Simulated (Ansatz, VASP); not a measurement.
**Fe in VASP and in Ansatz**

```xyz
2
Lattice="2.4342 0.0000 0.0000 -1.2171 2.1080 0.0000 0.0000 0.0000 3.7651" Properties=species:S:1:pos:R:3 pbc="T T T"
Fe    0.0000    1.4054    0.9413
Fe    1.2171    0.7027    2.8238
```

Change from the starting cell: zz strain of -2 %, crystal datasets.

Alike in both runs: task electric field gradients; functional PBEsol; k mesh 17 × 17 × 10; occupations fermi-dirac, width 0.08 eV; no spin polarisation.

|  | VASP | Ansatz |
| --- | --- | --- |
| version | VASP 6.6.1 | Ansatz 0.2.0 |
| potentials or method | VASP PAW PBE potentials, release 64 (Fe), cutoff 520 eV | all-electron PAW with datasets made for the crystal, scalar-relativistic |

```tsv
	VASP	Ansatz	Ansatz less VASP
pressure (GPa)	5.4	5.8	+0.41
traceless stress, the component that is largest in VASP (GPa)	7.48	7.75	+0.277
size of Vzz on the site where it differs most (V/Å²)	13.6	7.8	-5.84
```

VASP's potentials were made for PBE, not for PBEsol. Ansatz ran all-electron here, and VASP with PAW potentials. Ansatz's warnings: printed levels off.
